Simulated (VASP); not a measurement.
# CdF2 in VASP: a series of runs

The runs below take CdF2 through single point, with r2SCAN.

Everything below comes from runs of VASP 6.6.1. Logs are shortened: lines on timing, memory, paths and dates and some standing lists are left out, and cuts for length are marked.

### 1 The cell of the first run

The structure is cubic, space group Fm-3m (No. 225). Conventional cell: a = 5.226 Å, b = 5.226 Å, c = 5.226 Å, α = 90.00°, β = 90.00°, γ = 90.00°. Cd (site symmetry m-3m) has 8 F at 2.26 Å within 3.0 Å. Within 3.0 Å of F (site symmetry -43m) lie 4 Cd at 2.26 Å and 6 F at 2.61 Å.

### 2 Single point, r2SCAN (strain -0.030 along x and y, -0.030 along z)

POSCAR

```
CdF2
1.0
    0.0000000000      2.6131800000      2.6131800000
    2.6131800000      0.0000000000      2.6131800000
    2.6131800000      2.6131800000      0.0000000000
Cd F
1 2
Direct
    0.0000000000      0.0000000000      0.0000000000
    0.2500000000      0.2500000000      0.2500000000
    0.7500000000      0.7500000000      0.7500000000
```

INCAR.step1

```
PREC = Accurate ; ENCUT = 770
ISMEAR = 0 ; SIGMA = 0.05
LREAL = F ; LASPH = T
NELM = 120 ; NBANDS = 24
GGA = PE ; ALGO = Normal
EDIFF = 1E-5 ; LWAVE = T
LCHARG = F ; GGA_COMPAT = F
```

INCAR.step2

```
PREC = Accurate ; ENCUT = 770
EDIFF = 1E-6 ; ISMEAR = 0
SIGMA = 0.05 ; LREAL = F
LASPH = T ; NELM = 120
ALGO = Normal ; ISIF = 2
LWAVE = F ; LCHARG = F
METAGGA = R2SCAN ; LMIXTAU = T
NBANDS = 24 ; ISTART = 1
GGA_COMPAT = F
```

KPOINTS

```
regular mesh
0
Gamma
  8 8 8
```

Potentials or basis: VASP PAW PBE potentials, release 64 (Cd_sv_GW, F).

Command:

```console
> cat potpaw_PBE.64/Cd_sv_GW/POTCAR potpaw_PBE.64/F/POTCAR > POTCAR
> cp INCAR.step1 INCAR
> mpirun -np 1 vasp_std > vasp.out
> cp INCAR.step2 INCAR
> mpirun -np 1 vasp_std > vasp.out
```

OUTCAR:

```text
PREC = Accurate
   ENCUT = 770
   EDIFF = 1E-6
   ISMEAR = 0
   LREAL = F
   LASPH = T
   NELM = 120
   ISIF = 2
   METAGGA = R2SCAN
   ISTART = 1

 ion  position               nearest neighbor table
   1  0.000  0.000  0.000-   3 2.26   3 2.26   3 2.26   2 2.26   3 2.26   2 2.26   2 2.26   2 2.26

   2  0.250  0.250  0.250-   1 2.26   1 2.26   1 2.26   1 2.26
   3  0.750  0.750  0.750-   1 2.26   1 2.26   1 2.26   1 2.26

  LATTYP: Found a face centered cubic cell.
 ALAT       =     5.2263600000

  Lattice vectors:

 A1 = (   0.0000000000,   2.6131800000,   2.6131800000)
 A2 = (   2.6131800000,   0.0000000000,   2.6131800000)
 A3 = (   2.6131800000,   2.6131800000,   0.0000000000)

Analysis of symmetry for initial positions (statically):
=====================================================================
 Subroutine PRICEL returns:
 Original cell was already a primitive cell.

 Routine SETGRP: Setting up the symmetry group for a
 face centered cubic supercell.

 Subroutine GETGRP returns: Found 48 space group operations
 (whereof 48 operations were pure point group operations)
 out of a pool of 48 trial point group operations.

The static configuration has the point symmetry O_h .

Analysis of symmetry for dynamics (positions and initial velocities):
=====================================================================
 Subroutine PRICEL returns:
 Original cell was already a primitive cell.

 Routine SETGRP: Setting up the symmetry group for a
 face centered cubic supercell.

 Subroutine GETGRP returns: Found 48 space group operations
 (whereof 48 operations were pure point group operations)
 out of a pool of 48 trial point group operations.

The dynamic configuration has the point symmetry O_h .

 Subroutine INISYM returns: Found 48 space group operations
 (whereof 48 operations are pure point group operations),
 and found     1 'primitive' translations

----------------------------------------------------------------------------------------

                                     Primitive cell

  volume of cell :      35.6893

  direct lattice vectors                    reciprocal lattice vectors
     0.000000000  2.613180000  2.613180000    -0.191337757  0.191337757  0.191337757
     2.613180000  0.000000000  2.613180000     0.191337757 -0.191337757  0.191337757
     2.613180000  2.613180000  0.000000000     0.191337757  0.191337757 -0.191337757

  length of vectors
     3.695594597  3.695594597  3.695594597     0.331406717  0.331406717  0.331406717

  position of ions in fractional coordinates (direct lattice)
     0.000000000  0.000000000  0.000000000
     0.250000000  0.250000000  0.250000000
     0.750000000  0.750000000  0.750000000

  ion indices of the primitive-cell ions
   primitive index   ion index
                 1           1
                 2           2
                 3           3

----------------------------------------------------------------------------------------

 KPOINTS: regular mesh

Automatic generation of k-mesh.
 Grid dimensions read from file:
 generate k-points for:    8    8    8

 Generating k-lattice:

  Cartesian coordinates                     Fractional coordinates (reciprocal lattice)
    -0.023917220  0.023917220  0.023917220     0.125000000  0.000000000  0.000000000
     0.023917220 -0.023917220  0.023917220     0.000000000  0.125000000  0.000000000
     0.023917220  0.023917220 -0.023917220     0.000000000  0.000000000  0.125000000

  Length of vectors
     0.041425840  0.041425840  0.041425840

  Shift w.r.t. Gamma in fractional coordinates (k-lattice)
     0.000000000  0.000000000  0.000000000

 Subroutine IBZKPT returns following result:
 ===========================================

 Found     29 irreducible k-points:

 Following reciprocal coordinates:
            Coordinates               Weight
  0.000000  0.000000  0.000000      1.000000
  0.125000  0.000000  0.000000      8.000000
  0.250000  0.000000  0.000000      8.000000
  0.375000  0.000000  0.000000      8.000000
  0.500000  0.000000  0.000000      4.000000
  0.125000  0.125000  0.000000      6.000000
[... 16 lines left out ...]
  0.500000  0.250000  0.125000     48.000000
 -0.375000  0.250000  0.125000     24.000000
 [... further k-points ...]
   k-points           NKPTS =     29   k-points in BZ     NKDIM =     29   number of bands    NBANDS=     24
   number of dos      NEDOS =    301   number of ions     NIONS =      3
   total plane-waves  NPLWV =  46656
   dimension x,y,z NGX =    36 NGY =   36 NGZ =   36
   dimension x,y,z NGXF=    72 NGYF=   72 NGZF=   72
   ions per type =               1   2
   NGX,Y,Z   is equivalent  to a cutoff of  16.19, 16.19, 16.19 a.u.
   NGXF,Y,Z  is equivalent  to a cutoff of  32.39, 32.39, 32.39 a.u.
 SYSTEM =  unknown system
   PREC   = accura    normal or accurate (medium, high low for compatibility)
   ISTART =      1    job   : 0-new  1-cont  2-samecut
   ICHARG =      0    charge: 1-file 2-atom 10-const
   ISPIN  =      1    spin polarized calculation?
   LNONCOLLINEAR =      F non collinear calculations
   LSORBIT =      F    spin-orbit coupling
   LASPH  =      T    aspherical Exc in radial PAW
   ENCUT  =  770.0 eV  56.59 Ry    7.52 a.u.   8.36  8.36  8.36*2*pi/ulx,y,z
   NELM   =    120;   NELMIN=  2; NELMDL=  0     # of ELM steps
   EDIFF  = 0.1E-05   stopping-criterion for ELM
   LREAL  =      F    real-space projection
   EDIFFG = 0.1E-04   stopping-criterion for IOM
   NSW    =      0    number of steps for IOM
   IBRION =     -1    ionic relax: 0-MD 1-quasi-New 2-CG
   NFREE  =      0    steps in history (QN), initial steepest desc. (CG)
   ISIF   =      2    stress and relaxation
   ISYM   =      2    0-nonsym 1-usesym 2-fastsym
   POTIM  = 0.5000    time-step for ionic-motion
   TEBEG  =    0.0;   TEEND  =   0.0 temperature during run
   PSTRESS=    0.0 pullay stress
   NELECT =      34.0000    total number of electrons
   NUPDOWN=      -1.0000    fix difference up-down
   EMIN   =  10.00;   EMAX   =-10.00  energy-range for DOS
   EFERMI =   0.00;   METHOD = LEGACY
   ISMEAR =     0;   SIGMA  =   0.05  broadening in eV -4-tet -1-fermi 0-gaus
   EFERMI_NEDOS =   21; number of points for ismear=-14 and -15
   IALGO  =     38    algorithm
   IMIX   =      4    mixing-type and parameters
     AMIX     =   0.40;   BMIX     =  1.00
     AMIX_MAG =   1.60;   BMIX_MAG =  1.00
  volume/ion in A,a.u.               =      11.90        80.28
  Fermi-wavevector in a.u.,A,eV,Ry     =   1.610850  3.044065 35.304918  2.594838
  Thomas-Fermi vector in A             =   2.706334
   LORBIT       =      0    0 simple, 1 ext, 2 COOP (PROOUT), +10 PAW based schemes
   METAGGA = R2SCAN    functional components
   LHFCALC =     F    Hartree Fock is set to
   AEXX    =    0.0000 exact exchange contribution
   IVDW    =     0    specifies the selected vdW correction
   LEPSILON=     F    determine dielectric tensor
   LRPA    =     F    only Hartree local field effects (RPA)
 non-spin polarized calculation
 Gauss-broadening in eV      SIGMA  =   0.05
  energy-cutoff  :      770.00
  volume of cell :       35.69
 maximum number of plane-waves:      1759
 NGX is ok and might be reduce to    36
   NGX = 17   NGY = 17   NGZ = 17

 number of electron      34.0000001 magnetization

 Free energy of the ion-electron system (eV)
  ---------------------------------------------------
  ext. energy  EPLUGINS =         0.00000000
  ---------------------------------------------------
  free energy    TOTEN  =       -33.71918904 eV

  energy without entropy =      -33.71918904  energy(sigma->0) =      -33.71918904

 E-fermi :   1.5725     XC(G=0): -11.7641

 val. band max:        0.9943614502   @ k =  -0.2500   0.5000   0.2500
 cond. band min:       5.1221306029   @ k =   0.0000   0.0000   0.0000
 fundamental gap:      4.1277691527
 Fermi energy:         1.5724877319

 k-point     1 :       0.0000    0.0000    0.0000
  band No.  band energies     occupation
      1     -99.8188      2.00000
      2     -60.0285      2.00000
      3     -60.0285      2.00000
      4     -60.0285      2.00000
      5     -21.4919      2.00000
      6     -20.1638      2.00000
[... 16 lines left out ...]
     23      22.6026      0.00000
     24      22.6026      0.00000

 k-point     2 :       0.1250    0.0000    0.0000
  band No.  band energies     occupation
      1     -99.8188      2.00000
      2     -60.0291      2.00000
      3     -60.0286      2.00000
      4     -60.0286      2.00000
      5     -21.4323      2.00000
      6     -20.2183      2.00000
[... 16 lines left out ...]
     23      22.1910      0.00000
     24      22.1910      0.00000

 k-point     3 :       0.2500    0.0000    0.0000
  band No.  band energies     occupation
      1     -99.8187      2.00000
      2     -60.0306      2.00000
      3     -60.0288      2.00000
      4     -60.0288      2.00000
      5     -21.2706      2.00000
      6     -20.3647      2.00000
[... 16 lines left out ...]
     23      21.4748      0.00000
     24      22.3154      0.00000

 k-point     4 :       0.3750    0.0000    0.0000
  band No.  band energies     occupation
      1     -99.8186      2.00000
      2     -60.0320      2.00000
      3     -60.0290      2.00000
      4     -60.0290      2.00000
      5     -21.0494      2.00000
      6     -20.5662      2.00000
[... 16 lines left out ...]
     23      20.9100      0.00000
     24      21.7516      0.00000

 k-point     5 :       0.5000    0.0000    0.0000
  band No.  band energies     occupation
      1     -99.8186      2.00000
      2     -60.0326      2.00000
      3     -60.0291      2.00000
      4     -60.0291      2.00000
      5     -20.8519      2.00000
      6     -20.7543      2.00000
[... 451 lines left out ...]
 k-point    22 :       0.3750    0.2500    0.1250
  band No.  band energies     occupation
      1     -99.8187      2.00000
      2     -60.0310      2.00000
      3     -60.0296      2.00000
      4     -60.0291      2.00000
      5     -21.1570      2.00000
      6     -20.4563      2.00000
[... 16 lines left out ...]
     23      22.0538      0.00000
     24      25.0169      0.00000

 k-point    23 :       0.5000    0.2500    0.1250
  band No.  band energies     occupation
      1     -99.8186      2.00000
      2     -60.0318      2.00000
      3     -60.0301      2.00000
      4     -60.0293      2.00000
      5     -20.9786      2.00000
      6     -20.6112      2.00000
[... 16 lines left out ...]
     23      21.4576      0.00000
     24      24.6666      0.00000

 k-point    24 :      -0.3750    0.2500    0.1250
  band No.  band energies     occupation
      1     -99.8186      2.00000
      2     -60.0321      2.00000
      3     -60.0303      2.00000
      4     -60.0295      2.00000
      5     -20.8140      2.00000
      6     -20.7651      2.00000
[... 16 lines left out ...]
     23      21.1871      0.00000
     24      24.7191      0.00000

 [... further k-points ...]
[... 5 lines left out ...]
  --------------------------------------------------------------------------------------
  -------------------------------------------------------------------------------------
  Total        2.7690120      2.7690120      2.7690120      0.0000000      0.0000000     -0.0000000
  in kB      124.3075350    124.3075350    124.3075350      0.0000000      0.0000000     -0.0000000
  external PRESSURE =     124.3075350 kB  Pullay stress =       0.0000000 kB

 VOLUME and BASIS-vectors are now :
 -----------------------------------------------------------------------------
  energy-cutoff  :      770.00
  volume of cell :       35.69
      direct lattice vectors                 reciprocal lattice vectors
     0.000000000  2.613180000  2.613180000    -0.191337757  0.191337757  0.191337757
     2.613180000  0.000000000  2.613180000     0.191337757 -0.191337757  0.191337757
     2.613180000  2.613180000  0.000000000     0.191337757  0.191337757 -0.191337757

 POSITION                                       TOTAL-FORCE (eV/Angst)
 -----------------------------------------------------------------------------------
      0.00000      0.00000      0.00000        -0.000000     -0.000000      0.000000
      1.30659      1.30659      1.30659        -0.000000     -0.000000     -0.000000
      3.91977      3.91977      3.91977         0.000000      0.000000      0.000000
 -----------------------------------------------------------------------------------
    total drift:                               -0.000000      0.000000      0.000000

  FREE ENERGIE OF THE ION-ELECTRON SYSTEM (eV)
  ---------------------------------------------------
  free  energy   TOTEN  =       -33.7191890443 eV

  energy  without entropy=      -33.7191890443  energy(sigma->0) =      -33.71918904
```

Wall time 2.5 min (1 thread of Intel Xeon Platinum 8124M at 3.00GHz (Skylake/Cascade Lake), shared host); peak memory 0.26 GiB.

Results:

- Free energy: -33.7192 eV
- Pressure: 12.4 GPa
- Band gap on the k mesh: 4.13 eV (least direct gap 4.51 eV)

Caveat: the cell differs from its parent crystal (strain -0.030 along x and y, -0.030 along z); the cell stands under pressure; the PAW data sets were made with another functional, which shifts forces and pressure a little. A k mesh can miss the band edges.

### 3 Single point, r2SCAN (strain -0.030 along x and y, +0.000 along z)

POSCAR

```
CdF2
1.0
    0.0000000000      2.6131800000      2.6940000000
    2.6131800000      0.0000000000      2.6940000000
    2.6131800000      2.6131800000      0.0000000000
Cd F
1 2
Direct
    0.0000000000      0.0000000000      0.0000000000
    0.2500000000      0.2500000000      0.2500000000
    0.7500000000      0.7500000000      0.7500000000
```

INCAR.step1

```
SYSTEM = CdF2
PREC = Accurate ; ENCUT = 770
ISMEAR = 0 ; SIGMA = 0.05
LREAL = .FALSE. ; LASPH = .TRUE.
NELM = 120 ; NBANDS = 24
GGA = PE ; ALGO = Normal
EDIFF = 1E-5 ; LWAVE = .TRUE.
LCHARG = .FALSE. ; GGA_COMPAT = .FALSE.
```

INCAR.step2

```
SYSTEM = CdF2
PREC = Accurate ; ENCUT = 770
EDIFF = 1E-6 ; ISMEAR = 0
SIGMA = 0.05 ; LREAL = .FALSE.
LASPH = .TRUE. ; NELM = 120
ALGO = Normal ; ISIF = 2
LWAVE = .FALSE. ; LCHARG = .FALSE.
METAGGA = R2SCAN ; LMIXTAU = .TRUE.
NBANDS = 24 ; ISTART = 1
GGA_COMPAT = .FALSE.
```

KPOINTS

```
Automatic mesh
0
G
  8 8 8
  0 0 0
```

Potentials or basis: VASP PAW PBE potentials, release 64 (Cd_sv_GW, F).

Command:

```console
> cat potpaw_PBE.64/Cd_sv_GW/POTCAR potpaw_PBE.64/F/POTCAR > POTCAR
> cp INCAR.step1 INCAR
> mpirun -np 1 vasp_std > vasp.out
> cp INCAR.step2 INCAR
> mpirun -np 1 vasp_std > vasp.out
```

Run time: 4.3 min. Hardware: 1 thread of Intel Xeon Platinum 8375C at 2.90GHz (Ice Lake), shared host; peak memory 0.29 GiB.

The run converged. Its results:

```
Free energy            : -33.7823 eV
Pressure               : 7.5 GPa
Band gap on the k mesh : 3.98 eV (least direct gap 4.37 eV)
```

Stress tensor (GPa, compression positive):
```
8.76 0.00 0.00
0.00 8.76 0.00
0.00 0.00 5.07
```

Levels at points of the mesh, in eV from the valence-band top:
```csv
k point,band 13,band 14,band 15,band 16,band 17,band 18,band 19,band 20,band 21,band 22
"(0.00, 0.00, 0.00)",-1.09,-1.09,-0.49,-0.49,-0.39,3.98,13.87,13.87,13.94,18.51
"(0.50, 0.00, 0.00)",-2.59,-2.15,-2.08,-0.39,-0.38,8.48,9.85,16.04,16.29,19.26
"(0.50, 0.50, 0.00)",-3.29,-3.21,-0.80,-0.10,-0.10,9.43,10.99,12.33,15.95,15.95
"(0.50, 0.00, 0.50)",-3.29,-3.11,-0.61,-0.18,-0.09,9.39,10.87,12.34,15.60,16.01
```

Caveat: the cell differs from its parent crystal (strain -0.030 along x and y, +0.000 along z); the cell stands under pressure; the PAW data sets were made with another functional, which shifts forces and pressure a little.

(Part 1 of 2 ends here.)
